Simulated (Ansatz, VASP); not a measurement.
## One calculation of NaCaF3, two programs

File INCAR:

```
SYSTEM = NaCaF3
ALGO = Normal
EDIFF = 1E-6
ENCUT = 970
GGA = PE
GGA_COMPAT = .FALSE.
ISIF = 2
ISMEAR = 0
LASPH = .TRUE.
LCHARG = .TRUE.
LELF = .TRUE.
LREAL = .FALSE.
LVHAR = .TRUE.
LWAVE = .FALSE.
NBANDS = 28
NELM = 120
PREC = Accurate
SIGMA = 0.01
```

KPOINTS

```
k-points
0
G
  6 6 6
  0 0 0
```

The input POSCAR:

```
NaCaF3
1.0
    4.3397357038      0.0000000000      0.0000000000
    0.0000000000      4.3397357038      0.0000000000
    0.0000000000      0.0000000000      4.3397357038
Na Ca F
1 1 3
Direct
    0.0000000000      0.0000000000      0.0000000000
    0.5000000000      0.5000000000      0.5000000000
    0.5000000000      0.5000000000      0.0000000000
    0.5000000000      0.0000000000      0.5000000000
    0.0000000000      0.5000000000      0.5000000000
```

Input for Ansatz:

```yaml
crystal:
  lattice:
    - [4.3397357038, 0.0, 0.0]
    - [0.0, 4.3397357038, 0.0]
    - [0.0, 0.0, 4.3397357038]
  atoms:
    - { symbol: Na, position: [0.0, 0.0, 0.0] }
    - { symbol: Ca, position: [0.5, 0.5, 0.5] }
    - { symbol: F, position: [0.5, 0.5, 0.0] }
    - { symbol: F, position: [0.5, 0.0, 0.5] }
    - { symbol: F, position: [0.0, 0.5, 0.5] }
kpoints:
  mp_grid: { grid: [6, 6, 6] }
hamiltonian:
  xc: pbe
scf:
  occupations: { method: fixed }
  n_extra_bands: 5
output:
  forces: true
  stress: true
  eigenvalues: true
```

Alike in both runs: task single point; functional PBE; k mesh 6 × 6 × 6; no spin polarisation.

|  | VASP | Ansatz |
| --- | --- | --- |
| version | VASP 6.6.1 | Ansatz 0.2.0 |
| potentials or method | VASP PAW PBE potentials, release 64 (Na_sv, Ca_sv, F) | plane waves, PAW |
| plane-wave cutoff (eV) | 970 | 420 |
| occupations | gaussian, width 0.01 eV | fixed |
| valence electrons in the cell | 40 | 40 |

```csv
,VASP,Ansatz,Ansatz less VASP
gap on the k mesh at the Fermi level (eV),5.18,5.19,+0.005
pressure (GPa),3.7,3.5,-0.25
```
